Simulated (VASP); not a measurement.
# PtSe2 (P1) in VASP: relaxation of cell and atoms with PBE

Aim: the relaxation of cell and atoms of PtSe2 with PBE.

All numbers are computed with VASP 6.6.1; they aren't measurements. Logs are shortened: lines on timing, memory, paths and dates and some standing lists are left out, and cuts for length are marked.

### 1 The cell of the first run

The typed cell holds 6 atoms: a = 3.714 Å, b = 3.701 Å, c = 13.157 Å, α = 89.13°, β = 90.23°, γ = 118.80°.

### 2 Relaxation of cell and atoms, PBE

The input, INCAR:

```
SYSTEM = PtSe2
PREC = Accurate
ENCUT = 600
EDIFF = 1E-7
ISMEAR = 0
SIGMA = 0.1
LREAL = .FALSE.
LASPH = .TRUE.
NELM = 80
ALGO = Normal
ISIF = 3
LWAVE = .FALSE.
LCHARG = .FALSE.
GGA = PE
IBRION = 2
NSW = 80
EDIFFG = -0.025
```

The input, KPOINTS:

```
regular mesh
0
G
  6 6 1
  0 0 0
```

The input, POSCAR:

```
PtSe2
1.0
    3.7141569855      0.0426244250     -0.0077893257
   -1.8201646579      3.2224436620      0.0284647542
   -0.0270507580      0.0985271027     13.1570390687
Pt Se
2 4
Direct
    0.0485199527      0.0042823139      0.0001086038
    0.0352641686      0.0209914305      0.4965500067
    0.2424648906      0.6687600236      0.1027694605
    0.3224125500      0.6702241163      0.6007400421
    0.6928526887      0.3175680839      0.4037930124
    0.6584857495      0.3181740317      0.8960388744
```

Potentials or basis: VASP PAW PBE potentials, release 64 (Pt, Se).

On the command line:

```
$ cat potpaw_PBE.64/Pt/POTCAR potpaw_PBE.64/Se/POTCAR > POTCAR
$ mpirun -np 1 vasp_std > vasp.out
```

OUTCAR:

```text
SYSTEM = PtSe2
   PREC = Accurate
   ENCUT = 600
   EDIFF = 1E-7
   ISMEAR = 0
   LREAL = .FALSE.
   LASPH = .TRUE.
   NELM = 80
   ISIF = 3
   GGA = PE
   IBRION = 2
   NSW = 80
   EDIFFG = -0.025

 ion  position               nearest neighbor table
   1  0.049  0.004  0.000-   3 2.17   6 2.41   3 2.60   6 2.62   6 2.64   3 2.95
   2  0.035  0.021  0.497-   5 2.37   4 2.44   5 2.46   4 2.53   5 2.60   4 2.69
   3  0.242  0.669  0.103-   1 2.17   1 2.60   1 2.95
   4  0.322  0.670  0.601-   2 2.44   2 2.53   2 2.69
   5  0.693  0.318  0.404-   2 2.37   2 2.46   2 2.60
   6  0.658  0.318  0.896-   1 2.41   1 2.62   1 2.64

  LATTYP: Found a triclinic cell.
 ALAT       =     3.7010745438
 B/A-ratio  =     1.0036030575
 C/A-ratio  =     3.5550312828
 COS(alpha) =     0.0040668507
 COS(beta)  =     0.0152217195
 COS(gamma) =     0.4817848363

  Lattice vectors:

 A1 = (  -1.8201646579,   3.2224436620,   0.0284647542)
 A2 = (  -3.7141569855,  -0.0426244250,   0.0077893257)
 A3 = (  -0.0270507580,   0.0985271027,  13.1570390687)

Analysis of symmetry for initial positions (statically):
=====================================================================
 Subroutine PRICEL returns:
 Original cell was already a primitive cell.

 Routine SETGRP: Setting up the symmetry group for a
 triclinic supercell.

 Subroutine GETGRP returns: Found  1 space group operations
 (whereof  1 operations were pure point group operations)
 out of a pool of  2 trial point group operations.

The static configuration has the point symmetry C_1 .

Analysis of symmetry for dynamics (positions and initial velocities):
=====================================================================
 Subroutine PRICEL returns:
 Original cell was already a primitive cell.

 Routine SETGRP: Setting up the symmetry group for a
 triclinic supercell.

 Subroutine GETGRP returns: Found  1 space group operations
 (whereof  1 operations were pure point group operations)
 out of a pool of  2 trial point group operations.

The dynamic configuration has the point symmetry C_1 .

 Subroutine INISYM returns: Found  1 space group operations
 (whereof  1 operations are pure point group operations),
 and found     1 'primitive' translations

----------------------------------------------------------------------------------------

                                     Primitive cell

  volume of cell :     158.4832

  direct lattice vectors                    reciprocal lattice vectors
[... 95 lines left out ...]
   NFREE  =      1    steps in history (QN), initial steepest desc. (CG)
   ISIF   =      3    stress and relaxation
   ISYM   =      2    0-nonsym 1-usesym 2-fastsym
   POTIM  = 0.5000    time-step for ionic-motion
   TEBEG  =    0.0;   TEEND  =   0.0 temperature during run
   PSTRESS=    0.0 pullay stress
   NELECT =      44.0000    total number of electrons
   NUPDOWN=      -1.0000    fix difference up-down
   EMIN   =  10.00;   EMAX   =-10.00  energy-range for DOS
   EFERMI =   0.00;   METHOD = LEGACY
   ISMEAR =     0;   SIGMA  =   0.10  broadening in eV -4-tet -1-fermi 0-gaus
   EFERMI_NEDOS =   21; number of points for ismear=-14 and -15
   IALGO  =     38    algorithm
   IMIX   =      4    mixing-type and parameters
     AMIX     =   0.40;   BMIX     =  1.00
     AMIX_MAG =   1.60;   BMIX_MAG =  1.00
  volume/ion in A,a.u.               =      26.41       178.25
  Fermi-wavevector in a.u.,A,eV,Ry     =   1.067984  2.018197 15.518660  1.140589
  Thomas-Fermi vector in A             =   2.203618
   LORBIT       =      0    0 simple, 1 ext, 2 COOP (PROOUT), +10 PAW based schemes
   GGA     = PE    functional components
   LHFCALC =     F    Hartree Fock is set to
   AEXX    =    0.0000 exact exchange contribution
   IVDW    =     0    specifies the selected vdW correction
   LEPSILON=     F    determine dielectric tensor
   LRPA    =     F    only Hartree local field effects (RPA)
 conjugate gradient relaxation of ions
 non-spin polarized calculation
 Gauss-broadening in eV      SIGMA  =   0.10
  energy-cutoff  :      600.00
  volume of cell :      158.48
 maximum number of plane-waves:      5324
 NGX is ok and might be reduce to    30
   NGX = 15   NGY = 15   NGZ = 53

--------------------------------------- Ionic step        1  -------------------------------------------

 number of electron      44.0000000 magnetization

 Free energy of the ion-electron system (eV)
  ---------------------------------------------------
  ext. energy  EPLUGINS =         0.00000000
  ---------------------------------------------------
  free energy    TOTEN  =       -27.03714745 eV

  energy without entropy =      -27.03567549  energy(sigma->0) =      -27.03641147

------------------------ aborting loop because EDIFF is reached ----------------------------------------

  FORCE on cell =-STRESS in cart. coord.  units (eV):
  Direction    XX          YY          ZZ          XY          YZ          ZX
  --------------------------------------------------------------------------------------
  -------------------------------------------------------------------------------------
  Total        7.7127584      2.6304571      4.2439818     -4.9530916     -5.5091691      7.3069372
  in kB       77.9717199     26.5924658     42.9043081    -50.0730159    -55.6946520     73.8690929
  external PRESSURE =      49.1561646 kB  Pullay stress =       0.0000000 kB
[... 101 lines left out ...]
  FREE ENERGIE OF THE ION-ELECTRON SYSTEM (eV)
  ---------------------------------------------------
  free  energy   TOTEN  =       -28.1395671414 eV

  energy  without entropy=      -28.1395671407  energy(sigma->0) =      -28.13956714

[... ionic steps 4 to 13 ...]

--------------------------------------- Ionic step       14  -------------------------------------------

 number of electron      44.0000003 magnetization

------------------------ aborting loop because EDIFF is reached ----------------------------------------
[... 75 lines left out ...]
--------------------------------------- Ionic step       16  -------------------------------------------

 number of electron      44.0000003 magnetization

 Free energy of the ion-electron system (eV)
  ---------------------------------------------------
  ext. energy  EPLUGINS =         0.00000000
  ---------------------------------------------------
  free energy    TOTEN  =       -28.60095432 eV

  energy without entropy =      -28.60095432  energy(sigma->0) =      -28.60095432

 E-fermi :   3.5600     XC(G=0):  -8.9902

 val. band max:        3.0819743046   @ k =  -0.1667   0.1667  -0.0000
 cond. band min:       4.3626304842   @ k =   0.3333   0.3333  -0.0000
 fundamental gap:      1.2806561797
 Fermi energy:         3.5600167899

 k-point     1 :       0.0000    0.0000    0.0000
  band No.  band energies     occupation
      1     -11.1330      2.00000
      2     -11.0886      2.00000
      3      -9.3897      2.00000
      4      -9.2949      2.00000
      5      -2.3403      2.00000
      6      -2.2207      2.00000
[... 602 lines left out ...]
  FREE ENERGIE OF THE ION-ELECTRON SYSTEM (eV)
  ---------------------------------------------------
  free  energy   TOTEN  =       -28.6009543216 eV

  energy  without entropy=      -28.6009543216  energy(sigma->0) =      -28.60095432

 reached required accuracy - stopping structural energy minimisation
```

CONTCAR:

```text
PtSe2
   1.00000000000000
     3.7503474154270702    0.0011545448093156    0.1184218860969615
    -1.8742309133140187    3.2489308514658277   -0.0725661541467900
     0.4230468944521086   -0.0583279456148311   13.0132403243925161
  Pt              Se
     2     4
Direct
     0.9832145985924096    0.9971649768320606    0.9995849713109322
     0.0167800300559574    0.0028806304957535    0.5004079647960891
     0.2954349057743040    0.6669236159444970    0.1001114849285611
     0.3295885640572612    0.6730835952615303    0.6009381419636760
     0.7040175582531583    0.3327073080524682    0.3997920054420136
     0.6709643433669114    0.3272398733136889    0.8991654314587263

  0.00000000E+00  0.00000000E+00  0.00000000E+00
  0.00000000E+00  0.00000000E+00  0.00000000E+00
  0.00000000E+00  0.00000000E+00  0.00000000E+00
  0.00000000E+00  0.00000000E+00  0.00000000E+00
  0.00000000E+00  0.00000000E+00  0.00000000E+00
  0.00000000E+00  0.00000000E+00  0.00000000E+00
```

Wall time 33 min (1 thread of Intel Xeon 8259CL, shared host); peak memory 0.37 GiB.

What came out:

* Free energy: -28.6010 eV
* Relaxed volume: 26.40 Å³/atom
* Relaxed cell: a = 3.752 Å, b = 3.751 Å, c = 13.020 Å, α = 92.26°, β = 86.33°, γ = 119.98°
* Space group after relaxing (to 0.1 Å): P-1 (No. 2)
* Energy gained by relaxing: 260.6 meV/atom
* Ionic steps: 16
* Pressure after relaxing: 0.0 GPa
* Largest force after relaxing: 0.020 eV/Å
* Band gap on the k mesh: 1.28 eV (least direct gap 1.32 eV)

Forces on the atoms (eV/Å):
```
Pt   0.000 -0.006  0.009
Pt   0.003  0.003 -0.007
Se   0.016  0.011 -0.003
Se   0.002 -0.003 -0.008
Se  -0.005  0.000  0.016
Se  -0.015 -0.004 -0.008
```

The path:
| step | energy change (eV) | largest force (eV/Å) | pressure (GPa) | volume (Å³) |
| --- | --- | --- | --- | --- |
| 1 | 0.0000 | 6.2587 | 4.92 | 158.48 |
| 2 | -0.2827 | 2.2758 | -6.77 | 176.62 |
| 3 | -1.1024 | 1.9114 | -4.06 | 166.57 |
| 4 | -1.1081 | 1.9514 | -3.82 | 166.14 |
| 5 | -1.1097 | 2.0025 | -3.54 | 165.67 |
| 6 | -1.4468 | 0.9912 | 2.35 | 155.18 |
| 7 | -1.4511 | 1.0819 | 1.64 | 156.15 |
| 8 | -1.5356 | 0.4967 | -0.05 | 158.39 |
| 9 | -1.5405 | 0.4144 | 0.20 | 157.97 |
| 10 | -1.5575 | 0.2627 | -0.28 | 158.69 |
| 11 | -1.5585 | 0.2527 | -0.42 | 158.93 |
| 12 | -1.5620 | 0.1097 | 0.40 | 157.77 |
| 13 | -1.5623 | 0.0983 | 0.23 | 158.01 |
| 14 | -1.5636 | 0.0373 | -0.01 | 158.40 |
| 15 | -1.5636 | 0.0373 | -0.01 | 158.40 |
| 16 | -1.5638 | 0.0198 | 0.00 | 158.42 |

Final structure:
```cif
data_structure
_symmetry_space_group_name_H-M 'P 1'
_symmetry_Int_Tables_number 1
_cell_length_a 3.7522
_cell_length_b 3.7515
_cell_length_c 13.0202
_cell_angle_alpha 92.261
_cell_angle_beta 86.330
_cell_angle_gamma 119.980
_cell_volume 158.42
loop_
_atom_site_label
_atom_site_type_symbol
_atom_site_fract_x
_atom_site_fract_y
_atom_site_fract_z
_atom_site_occupancy
Pt1 Pt 0.98321 0.99716 0.99958 1
Pt2 Pt 0.01678 0.00288 0.50041 1
Se1 Se 0.29544 0.66692 0.10011 1
Se2 Se 0.32959 0.67308 0.60094 1
Se3 Se 0.70402 0.33271 0.39979 1
Se4 Se 0.67096 0.32724 0.89917 1
```

Levels at points of the mesh, in eV from the valence-band top:
```csv
k point,band 18,band 19,band 20,band 21,band 22,band 23,band 24,band 25,band 26
"(0.00, 0.00, 0.00)",-0.33,-0.31,-0.30,-0.28,-0.22,2.59,2.63,2.66,2.69
"(0.50, 0.00, 0.00)",-2.19,-2.12,-2.07,-1.84,-1.42,1.85,2.22,2.34,2.48
"(0.00, 0.50, 0.00)",-2.17,-2.12,-2.07,-1.88,-1.38,1.91,2.14,2.35,2.47
"(0.50, 0.50, 0.00)",-2.17,-2.12,-2.07,-1.88,-1.38,2.02,2.03,2.33,2.49
```

Caveat: the k points lie up to 0.48 Å⁻¹ apart in the final cell; spin-orbit coupling is left out, which moves the levels of the heavy elements; an odd mesh through Γ misses points on the zone boundary, where band edges can lie.
